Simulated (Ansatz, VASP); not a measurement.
BaTiO3 in VASP and in Ansatz

Contents of POSCAR:

```
BaTiO3
1.0
    3.9258885792      0.0000000000      0.0000000000
    0.0000000000      3.9723652526      0.0000000000
    0.0000000000      0.0000000000      4.1122285626
Ba Ti O
1 1 3
Direct
    0.0000000000      0.0000000000     -0.0042501670
    0.5000000000      0.5000000000      0.4776046287
    0.5000000000      0.5000000000      0.0339020936
    0.5000000000      0.0000000000      0.5163359384
    0.0000000000      0.5000000000      0.5194075063
```

Contents of INCAR.step1:

```
SYSTEM = BaTiO3
ALGO = Normal ; EDIFF = 1E-4
ENCUT = 520 ; GGA = PE
ISMEAR = 0 ; LASPH = .TRUE.
LCHARG = .FALSE. ; LREAL = .FALSE.
LWAVE = .TRUE. ; NBANDS = 28
NELM = 100 ; PREC = Accurate
SIGMA = 0.01
```

Contents of INCAR.step2:

```
SYSTEM = BaTiO3
ALGO = Normal ; EDIFF = 1E-7
ENCUT = 520 ; ISIF = 2
ISMEAR = 0 ; ISTART = 1
LASPH = .TRUE. ; LCHARG = .FALSE.
LMIXTAU = .TRUE. ; LREAL = .FALSE.
LWAVE = .FALSE. ; METAGGA = R2SCAN
NBANDS = 28 ; NELM = 100
PREC = Accurate ; SIGMA = 0.01
```

KPOINTS

```
k-points
0
G
  6 6 6
  0 0 0
```

Input for Ansatz:

```yaml
crystal:
  lattice:
    - [3.9258885792, 0.0, 0.0]
    - [0.0, 3.9723652526, 0.0]
    - [0.0, 0.0, 4.1122285626]
  atoms:
    - { symbol: Ba, position: [0.0, 0.0, -0.004250167] }
    - { symbol: Ti, position: [0.5, 0.5, 0.4776046287] }
    - { symbol: O, position: [0.5, 0.5, 0.0339020936] }
    - { symbol: O, position: [0.5, 0.0, 0.5163359384] }
    - { symbol: O, position: [0.0, 0.5, 0.5194075063] }
kpoints:
  mp_grid: { grid: [6, 6, 6] }
  band_path:
    path:
      - [0.0, 0.0, 0.0]
      - [0.0, 0.5, 0.0]
      - [0.5, 0.5, 0.0]
      - [0.0, 0.0, 0.5]
      - [0.0, 0.5, 0.5]
      - [0.5, 0.5, 0.5]
    npoints: 1
hamiltonian:
  xc: r2scan
scf:
  occupations: { method: fixed }
  n_extra_bands: 5
output:
  forces: true
  stress: true
  eigenvalues: true
  write_density: true
  write_potential: true
  elf: true
  volumetric_format: npy
```

Change from the starting cell: uniaxial_x strain -1.2%.

Alike in both runs: task single point; functional r2SCAN; k mesh 6 × 6 × 6; no spin polarisation.

|  | VASP | Ansatz |
| --- | --- | --- |
| version | VASP 6.6.1 | Ansatz 0.2.0 |
| potentials or method | VASP PAW PBE potentials, release 64 (Ba_sv, Ti_sv, O) | plane waves, PAW |
| plane-wave cutoff (eV) | 520 | 500 |
| occupations | gaussian, width 0.01 eV | fixed |
| valence electrons in the cell | 40 | 40 |

```tsv
	VASP	Ansatz	Ansatz less VASP
gap on the k mesh at the Fermi level (eV)	2.23	2.25	+0.019
pressure (GPa)	4.1	2.1	-2.01
traceless stress, the component that is largest in VASP (GPa)	1.60	1.60	-0.004
rms of the force components (eV/Å)	0.058	0.000	-0.0578
```

VASP's potentials were made for PBE, not for r2SCAN. Atom by atom the forces differ by 0.058 eV/Å (rms over components).

Neither program's run includes spin-orbit coupling.
